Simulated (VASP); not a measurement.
A run of VASP 6.6.1 is set up as follows.

INCAR

```
SYSTEM = Ge
PREC = Accurate
ENCUT = 500
EDIFF = 1E-6
ISMEAR = 0
SIGMA = 0.1
LREAL = .False.
LASPH = .True.
NELM = 120
ALGO = Normal
ISIF = 2
LWAVE = .False.
LCHARG = .True.
GGA = PE
IVDW = 12
LELF = .True.
LVHAR = .True.
ISYM = 0
NBANDS = 21
GGA_COMPAT = .False.
```

The input KPOINTS:

```
Automatic mesh
0
Gamma
  3 5 6
  0 0 0
```

Contents of POSCAR:

```
Ge
1.0
   -2.4958980000      2.6508630000      1.4369470000
    2.4958980000     -2.6508630000      1.4369470000
    2.4958980000      2.6508630000     -1.4369470000
Ge
2
Direct
    0.1859430000      0.9359430000      0.2500000000
    0.8140570000      0.0640570000      0.7500000000
```

Potentials or basis: VASP PAW PBE potentials, release 64 (Ge_d).

Command:

```bash
$ cat potpaw_PBE.64/Ge_d/POTCAR > POTCAR
$ mpirun -np 1 vasp_std > vasp.out
```

What does it give for the largest force?

0.184 eV/Å.

Estimate the pressure.

-2.4 GPa.

What does it give for the dispersion energy per atom?

-0.350 eV.

What does it give for the band gap on the k mesh?

Zero (band 14 reaches 8.39 eV, above the bottom of band 15 at 4.37 eV).

Forces in eV/Å, atoms in the order of the input:
```
Ge  -0.071 -0.163 -0.049
Ge   0.071  0.163  0.049
```

Caveat: the k points lie up to 0.83 Å⁻¹ apart; pairwise dispersion overbinds metals, which lowers pressure and volume.
